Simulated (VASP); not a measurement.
Wanted: the native input for a VASP 6.6.1 run.

| Quantity | Value |
| --- | --- |
| Task | single point |
| Functional | PBE |
| Potentials or basis | VASP PAW PBE potentials, release 64 (Pt, Br) |
| Cutoff | 520 eV |
| k mesh | 6 × 6 × 4 |
| Occupations | gaussian, width 0.1 eV |
| Spin | no spin polarisation |
| Dipole correction | no |
| Further INCAR settings | ALGO = Normal; EDIFF = 1e-06; NBANDS = 30 |

The structure of Pt3Br2 lies in POSCAR:

```
Pt3Br2
1.0
    4.2385939341      0.0000000000      0.0000000000
   -2.1192969670      3.6707300232      0.0000000000
    0.0000000000      0.0000000000      6.5945636589
Pt Br
3 2
Direct
    0.0000000000      0.0000000000      0.0000000000
    0.3333333333      0.6666666667      0.6450000000
    0.6666666667      0.3333333333      0.3550000000
    0.3333333333      0.6666666667      0.2450000000
    0.6666666667      0.3333333333      0.7550000000
```

These files were run (other wordings do the same):

INCAR

```
SYSTEM = Pt3Br2
ALGO = Normal
EDIFF = 1E-6
ENCUT = 520
GGA = PE
ISIF = 2
ISMEAR = 0
LASPH = .True.
LCHARG = .False.
LREAL = .False.
LWAVE = .False.
NBANDS = 30
NELM = 80
PREC = Accurate
SIGMA = 0.1
```

KPOINTS

```
k-points
0
Gamma
  6 6 4
  0 0 0
```

Potentials or basis: VASP PAW PBE potentials, release 64 (Pt, Br).

Command:

```sh
$ cat potpaw_PBE.64/Pt/POTCAR potpaw_PBE.64/Br/POTCAR > POTCAR
$ mpirun -np 1 vasp_std > vasp.out
```

Results of the run:

* Pressure: 2.3 GPa
* Largest force: 1.519 eV/Å
* Band gap on the k mesh: zero (bands 22 and 23 overlap by 0.46 eV)

Caveat: spin-orbit coupling is left out, which moves the levels of the heavy elements; forces of over 1 eV/Å act on the atoms, so gaps and moduli don't describe the material at rest.

Wall time 54 s on 1 thread of Intel(R) Xeon(R) Platinum 8259CL CPU @ 2.50GHz (Skylake/Cascade Lake), with other jobs on the host, peak memory 0.25 GiB.
